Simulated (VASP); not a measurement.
# BN (Amm2) in VASP: notebook

The runs below take BN through single point, with PBE.

Program: VASP 6.6.1. These are calculated values, not measurements. Logs are shortened: lines on timing, memory, paths and dates and some standing lists are left out, and cuts for length are marked.

## 1. The cell of the first run

It takes space group Amm2 (No. 38, orthorhombic). The conventional cell has a = 6.661 Å, b = 2.504 Å, c = 4.337 Å, α = 90.00°, β = 90.00°, γ = 90.00°. B (site symmetry mm2) has 3 N at 1.32 to 1.76 Å within 1.8 Å. Within 1.5 Å of B (site symmetry mm2) lie 1 N at 1.13 Å. Within 1.5 Å of N (site symmetry mm2) lie 1 B at 1.13 Å. N (site symmetry mm2) has 3 B at 1.32 to 1.76 Å within 1.8 Å.

## 2. Single point, PBE

File INCAR:

```
PREC = Accurate
ENCUT = 520
EDIFF = 1E-6
ISMEAR = 0
SIGMA = 0.05
LREAL = False
LASPH = True
NELM = 60
ALGO = Normal
ISIF = 2
LWAVE = False
LCHARG = False
GGA = PE
NBANDS = 16
```

File KPOINTS:

```
regular mesh
0
Gamma
  12 12 4
```

File POSCAR:

```
BN
1.0
    2.5039917043      0.0000000000      0.0000000000
   -1.2519958522      2.1685204268      0.0000000000
    0.0000000000      0.0000000000      6.6612000000
B N
2 2
Direct
    0.3333333333      0.6666666667      0.2500000000
    0.6666666667      0.3333333333      0.7500000000
    0.1892258598      0.5946129299      0.7500000000
    0.5225591931      0.2612795966      0.2500000000
```

Potentials or basis: VASP PAW PBE potentials, release 64 (B, N).

Run with:

```console
$ cat potpaw_PBE.64/B/POTCAR potpaw_PBE.64/N/POTCAR > POTCAR
$ mpirun -np 1 vasp_std > vasp.out
```

OUTCAR:

```text
PREC = Accurate
   ENCUT = 520
   EDIFF = 1E-6
   ISMEAR = 0
   LREAL = False
   LASPH = True
   NELM = 60
   ISIF = 2
   GGA = PE

 ion  position               nearest neighbor table
   1  0.333  0.667  0.250-   4 1.32   4 1.32   4 1.76
   2  0.667  0.333  0.750-   3 1.13   3 1.62   3 1.62
   3  0.189  0.595  0.750-   2 1.13   2 1.62   2 1.62
   4  0.523  0.261  0.250-   1 1.32   1 1.32   1 1.76

  LATTYP: Found a hexagonal cell.
 ALAT       =     2.5039917043
 C/A-ratio  =     2.6602324555

  Lattice vectors:

 A1 = (   2.5039917043,   0.0000000000,   0.0000000000)
 A2 = (  -1.2519958522,   2.1685204268,   0.0000000000)
 A3 = (   0.0000000000,   0.0000000000,   6.6612000000)

Analysis of symmetry for initial positions (statically):
=====================================================================
 Subroutine PRICEL returns:
 Original cell was already a primitive cell.

 Routine SETGRP: Setting up the symmetry group for a
 hexagonal supercell.

 Subroutine GETGRP returns: Found  4 space group operations
 (whereof  2 operations were pure point group operations)
 out of a pool of 24 trial point group operations.

The static configuration has the point symmetry C_1h.
 The point group associated with its full space group is C_2v.

Analysis of symmetry for dynamics (positions and initial velocities):
=====================================================================
 Subroutine PRICEL returns:
 Original cell was already a primitive cell.

 Routine SETGRP: Setting up the symmetry group for a
 hexagonal supercell.

 Subroutine GETGRP returns: Found  4 space group operations
 (whereof  2 operations were pure point group operations)
 out of a pool of 24 trial point group operations.

The dynamic configuration has the point symmetry C_1h.
 The point group associated with its full space group is C_2v.

 Subroutine INISYM returns: Found  4 space group operations
 (whereof  2 operations are pure point group operations),
 and found     1 'primitive' translations

----------------------------------------------------------------------------------------

                                     Primitive cell

  volume of cell :      36.1700

  direct lattice vectors                    reciprocal lattice vectors
     2.503991704  0.000000000  0.000000000     0.399362345  0.230571958  0.000000000
    -1.251995852  2.168520427  0.000000000     0.000000000  0.461143915  0.000000000
     0.000000000  0.000000000  6.661200000     0.000000000  0.000000000  0.150123101

  length of vectors
     2.503991704  2.503991704  6.661200000     0.461143915  0.461143915  0.150123101

  position of ions in fractional coordinates (direct lattice)
     0.333333333  0.666666667  0.250000000
     0.666666667  0.333333333  0.750000000
     0.189225860  0.594612930  0.750000000
     0.522559193  0.261279597  0.250000000

  ion indices of the primitive-cell ions
   primitive index   ion index
                 1           1
                 2           2
                 3           3
                 4           4

----------------------------------------------------------------------------------------

 KPOINTS: regular mesh

Automatic generation of k-mesh.
 Grid dimensions read from file:
 generate k-points for:   12   12    4

 Generating k-lattice:

  Cartesian coordinates                     Fractional coordinates (reciprocal lattice)
     0.033280195  0.019214330  0.000000000     0.083333333 -0.000000000  0.000000000
     0.000000000  0.038428660  0.000000000     0.000000000  0.083333333  0.000000000
     0.000000000  0.000000000  0.037530775     0.000000000  0.000000000  0.250000000

  Length of vectors
     0.038428660  0.038428660  0.037530775

  Shift w.r.t. Gamma in fractional coordinates (k-lattice)
     0.000000000  0.000000000  0.000000000

 Subroutine IBZKPT returns following result:
 ===========================================

 Found    129 irreducible k-points:

 Following reciprocal coordinates:
            Coordinates               Weight
  0.000000  0.000000  0.000000      1.000000
  0.083333  0.000000  0.000000      2.000000
  0.000000  0.083333  0.000000      4.000000
  0.166667  0.000000  0.000000      2.000000
  0.000000  0.166667  0.000000      4.000000
  0.250000  0.000000  0.000000      2.000000
[... 16 lines left out ...]
 -0.083333  0.416667  0.000000      4.000000
 -0.416667  0.333333  0.000000      4.000000
 [... further k-points ...]
   k-points           NKPTS =    129   k-points in BZ     NKDIM =    129   number of bands    NBANDS=     16
   number of dos      NEDOS =    301   number of ions     NIONS =      4
   total plane-waves  NPLWV =  20000
   dimension x,y,z NGX =    20 NGY =   20 NGZ =   50
   dimension x,y,z NGXF=    40 NGYF=   40 NGZF=  100
   ions per type =               2   2
   NGX,Y,Z   is equivalent  to a cutoff of  13.28, 13.28, 12.48 a.u.
   NGXF,Y,Z  is equivalent  to a cutoff of  26.56, 26.56, 24.96 a.u.
 SYSTEM =  unknown system
   PREC   = accura    normal or accurate (medium, high low for compatibility)
   ISTART =      0    job   : 0-new  1-cont  2-samecut
   ICHARG =      2    charge: 1-file 2-atom 10-const
   ISPIN  =      1    spin polarized calculation?
   LNONCOLLINEAR =      F non collinear calculations
   LSORBIT =      F    spin-orbit coupling
   LASPH  =      T    aspherical Exc in radial PAW
   ENCUT  =  520.0 eV  38.22 Ry    6.18 a.u.   4.66  4.66 12.39*2*pi/ulx,y,z
   NELM   =     60;   NELMIN=  2; NELMDL= -5     # of ELM steps
   EDIFF  = 0.1E-05   stopping-criterion for ELM
   LREAL  =      F    real-space projection
   EDIFFG = 0.1E-04   stopping-criterion for IOM
   NSW    =      0    number of steps for IOM
   IBRION =     -1    ionic relax: 0-MD 1-quasi-New 2-CG
   NFREE  =      0    steps in history (QN), initial steepest desc. (CG)
   ISIF   =      2    stress and relaxation
   ISYM   =      2    0-nonsym 1-usesym 2-fastsym
   POTIM  = 0.5000    time-step for ionic-motion
   TEBEG  =    0.0;   TEEND  =   0.0 temperature during run
   PSTRESS=    0.0 pullay stress
   NELECT =      16.0000    total number of electrons
   NUPDOWN=      -1.0000    fix difference up-down
   EMIN   =  10.00;   EMAX   =-10.00  energy-range for DOS
   EFERMI =   0.00;   METHOD = LEGACY
   ISMEAR =     0;   SIGMA  =   0.05  broadening in eV -4-tet -1-fermi 0-gaus
   EFERMI_NEDOS =   21; number of points for ismear=-14 and -15
   IALGO  =     38    algorithm
   IMIX   =      4    mixing-type and parameters
     AMIX     =   0.40;   BMIX     =  1.00
     AMIX_MAG =   1.60;   BMIX_MAG =  1.00
  volume/ion in A,a.u.               =       9.04        61.02
  Fermi-wavevector in a.u.,A,eV,Ry     =   1.247379  2.357205 21.170055  1.555955
  Thomas-Fermi vector in A             =   2.381514
   LORBIT       =      0    0 simple, 1 ext, 2 COOP (PROOUT), +10 PAW based schemes
   GGA     = PE    functional components
   LHFCALC =     F    Hartree Fock is set to
   AEXX    =    0.0000 exact exchange contribution
   IVDW    =     0    specifies the selected vdW correction
   LEPSILON=     F    determine dielectric tensor
   LRPA    =     F    only Hartree local field effects (RPA)
 non-spin polarized calculation
 Gauss-broadening in eV      SIGMA  =   0.05
  energy-cutoff  :      520.00
  volume of cell :       36.17
 maximum number of plane-waves:       992
   NGX =  9   NGY =  9   NGZ = 25

 number of electron      15.9999998 magnetization

 Free energy of the ion-electron system (eV)
  ---------------------------------------------------
  ext. energy  EPLUGINS =         0.00000000
  ---------------------------------------------------
  free energy    TOTEN  =       -30.84178059 eV

  energy without entropy =      -30.84178059  energy(sigma->0) =      -30.84178059

 E-fermi :   4.1602     XC(G=0):  -9.9854

 val. band max:        3.8873281812   @ k =   0.0000   0.0000   0.5000
 cond. band min:       5.9651568562   @ k =   0.0000   0.5000   0.2500
 fundamental gap:      2.0778286750
 Fermi energy:         4.1602456909

 k-point     1 :       0.0000    0.0000    0.0000
  band No.  band energies     occupation
      1     -15.6532      2.00000
      2     -15.3677      2.00000
      3      -4.1894      2.00000
      4      -2.6158      2.00000
      5      -2.1939      2.00000
      6      -2.0268      2.00000
[... 8 lines left out ...]
     15      16.3531      0.00000
     16      19.0605      0.00000

 k-point     2 :       0.0833    0.0000    0.0000
  band No.  band energies     occupation
      1     -15.5220      2.00000
      2     -15.2465      2.00000
      3      -4.0096      2.00000
      4      -2.7359      2.00000
      5      -2.3056      2.00000
      6      -2.0368      2.00000
[... 8 lines left out ...]
     15      16.4410      0.00000
     16      18.7324      0.00000

 k-point     3 :       0.0000    0.0833    0.0000
  band No.  band energies     occupation
      1     -15.5282      2.00000
      2     -15.2461      2.00000
      3      -4.0071      2.00000
      4      -2.8725      2.00000
      5      -2.2388      2.00000
      6      -2.0316      2.00000
[... 8 lines left out ...]
     15      16.5127      0.00000
     16      18.7045      0.00000

 k-point     4 :       0.1667    0.0000    0.0000
  band No.  band energies     occupation
      1     -15.1485      2.00000
      2     -14.8801      2.00000
      3      -3.4795      2.00000
      4      -3.0701      2.00000
      5      -3.0498      2.00000
      6      -1.5770      2.00000
[... 8 lines left out ...]
     15      16.7784      0.00000
     16      18.1101      0.00000
[... 324 lines left out ...]
 k-point    22 :       0.3333    0.0833    0.0000
  band No.  band energies     occupation
      1     -13.6085      2.00000
      2     -12.9632      2.00000
      3      -5.7054      2.00000
      4      -4.8006      2.00000
      5      -3.9486      2.00000
      6      -0.8958      2.00000
[... 8 lines left out ...]
     15      16.9609      0.00000
     16      19.2080      0.00000

 k-point    23 :      -0.0833    0.4167    0.0000
  band No.  band energies     occupation
      1     -13.5327      2.00000
      2     -13.1892      2.00000
      3      -6.1518      2.00000
      4      -5.4388      2.00000
      5      -1.5774      2.00000
      6      -0.8327      2.00000
[... 8 lines left out ...]
     15      17.5654      0.00000
     16      20.3942      0.00000

 k-point    24 :      -0.4167    0.3333    0.0000
  band No.  band energies     occupation
      1     -13.4330      2.00000
      2     -13.2584      2.00000
      3      -6.2169      2.00000
      4      -5.2936      2.00000
      5      -1.7492      2.00000
      6      -0.7985      2.00000
[... 8 lines left out ...]
     15      17.2063      0.00000
     16      20.3192      0.00000

 [... further k-points ...]

------------------------ aborting loop because EDIFF is reached ----------------------------------------

  FORCE on cell =-STRESS in cart. coord.  units (eV):
  Direction    XX          YY          ZZ          XY          YZ          ZX
  --------------------------------------------------------------------------------------
  -------------------------------------------------------------------------------------
  Total       17.2847111     10.8143912      0.5563787      5.6034614      0.0000000      0.0000000
  in kB      765.6386163    479.0311794     24.6451898    248.2093212      0.0000000      0.0000000
  external PRESSURE =     423.1049952 kB  Pullay stress =       0.0000000 kB

 VOLUME and BASIS-vectors are now :
 -----------------------------------------------------------------------------
  energy-cutoff  :      520.00
  volume of cell :       36.17
      direct lattice vectors                 reciprocal lattice vectors
     2.503991704  0.000000000  0.000000000     0.399362345  0.230571958  0.000000000
    -1.251995852  2.168520427  0.000000000     0.000000000  0.461143915  0.000000000
     0.000000000  0.000000000  6.661200000     0.000000000  0.000000000  0.150123101

 POSITION                                       TOTAL-FORCE (eV/Angst)
 -----------------------------------------------------------------------------------
     -0.00000      1.44568      1.66530        -5.542919     -3.200206      0.000000
      1.25200      0.72284      4.99590       -20.598307    -11.892438      0.000000
     -0.27063      1.28943      4.99590        20.608386     11.898257      0.000000
      0.98136      0.56659      1.66530         5.532840      3.194387      0.000000
 -----------------------------------------------------------------------------------
    total drift:                                0.000560      0.000325      0.000000

  FREE ENERGIE OF THE ION-ELECTRON SYSTEM (eV)
  ---------------------------------------------------
  free  energy   TOTEN  =       -30.8417805910 eV

  energy  without entropy=      -30.8417805910  energy(sigma->0) =      -30.84178059
```

Run time: 46 s. Hardware: 1 thread of Intel Xeon 6975P-C, shared host; peak memory 0.19 GiB.

Results:

```yaml
Free_energy: -30.8418 eV
Pressure: 42.3 GPa
Largest_force: 23.797 eV/Å
Band_gap_on_the_k_mesh: 2.08 eV, indirect (least direct gap 3.48 eV)
```

Forces in eV/Å, atoms in the order of the input:
```
B    -5.543  -3.200   0.000
B   -20.598 -11.892   0.000
N    20.608  11.898   0.000
N     5.533   3.194   0.000
```

Caveat: the cell differs from its parent crystal (all N atoms moved +0.312 Å, as atom 3 towards its neighbour atom 2 (B) at 1.446 Å); this functional lacks dispersion, which binds the layers, so the pressure and a relaxed spacing across them are unreliable; forces of over 1 eV/Å act on the atoms, so gaps and moduli don't describe the material at rest. A k mesh can miss the band edges.

## 3. Single point, PBE

File INCAR:

```
SYSTEM = BN
PREC = Accurate
ENCUT = 520
EDIFF = 1E-6
ISMEAR = 0
SIGMA = 0.05
LREAL = .False.
LASPH = .True.
NELM = 60
ALGO = Normal
ISIF = 2
LWAVE = .False.
LCHARG = .False.
GGA = PE
NBANDS = 16
```

File KPOINTS:

```
regular mesh
0
Gamma
  12 12 4
  0 0 0
```

POSCAR, as its differences from that of step 2:

```diff
@@ -10,3 +10,3 @@
     0.6666666667      0.3333333333      0.7500000000
-    0.1892258598      0.5946129299      0.7500000000
-    0.5225591931      0.2612795966      0.2500000000
+    0.2468688492      0.6234344246      0.7500000000
+    0.5802021825      0.2901010913      0.2500000000
```

Potentials or basis: VASP PAW PBE potentials, release 64 (B, N).

Run with:

```console
$ cat potpaw_PBE.64/B/POTCAR potpaw_PBE.64/N/POTCAR > POTCAR
$ mpirun -np 1 vasp_std > vasp.out
```

Wall time 52 s (1 thread of Intel Xeon 6975P-C, shared host); peak memory 0.19 GiB.

The run converged. Its results:

```
Free energy            : -33.6758 eV
Pressure               : 16.8 GPa
Largest force          : 10.606 eV/Å
Band gap on the k mesh : 2.93 eV, indirect (least direct gap 4.20 eV)
```

Forces on the atoms (eV/Å):
```
B   -4.770 -2.754  0.000
B   -9.180 -5.300  0.000
N    9.185  5.303  0.000
N    4.765  2.751  0.000
```

Stress tensor (GPa, compression positive):
```
27.52  6.16  0.00
 6.16 20.41  0.00
 0.00  0.00  2.60
```

Levels at points of the mesh, in eV from the valence-band top:
| k point | band 4 | band 5 | band 6 | band 7 | band 8 | band 9 | band 10 | band 11 | band 12 | band 13 |
| --- | --- | --- | --- | --- | --- | --- | --- | --- | --- | --- |
| (0.00, 0.00, 0.00) | -5.00 | -4.27 | -4.07 | -0.11 | 0.00 | 4.43 | 8.22 | 8.33 | 9.50 | 11.05 |
| (0.50, 0.00, 0.00) | -9.25 | -6.21 | -4.02 | -2.63 | -1.19 | 3.03 | 5.85 | 8.65 | 9.44 | 11.67 |
| (0.00, 0.50, 0.00) | -9.47 | -5.10 | -4.04 | -2.47 | -1.27 | 3.25 | 5.30 | 7.86 | 8.19 | 11.87 |
| (0.00, 0.00, 0.50) | -6.15 | -4.27 | -4.07 | -0.11 | 0.00 | 6.62 | 6.74 | 8.33 | 8.40 | 11.57 |
| (0.50, 0.00, 0.50) | -9.25 | -6.21 | -4.02 | -2.47 | -1.28 | 2.93 | 5.44 | 8.93 | 9.52 | 12.35 |
| (0.00, 0.50, 0.50) | -9.48 | -5.10 | -4.05 | -2.20 | -1.50 | 3.33 | 4.78 | 8.05 | 8.23 | 12.61 |

Caveat: the cell differs from its parent crystal (all N atoms moved +0.188 Å, as atom 3 towards its neighbour atom 2 (B) at 1.446 Å); this functional lacks dispersion, which binds the layers, so the pressure and a relaxed spacing across them are unreliable; forces of over 1 eV/Å act on the atoms, so gaps and moduli don't describe the material at rest.
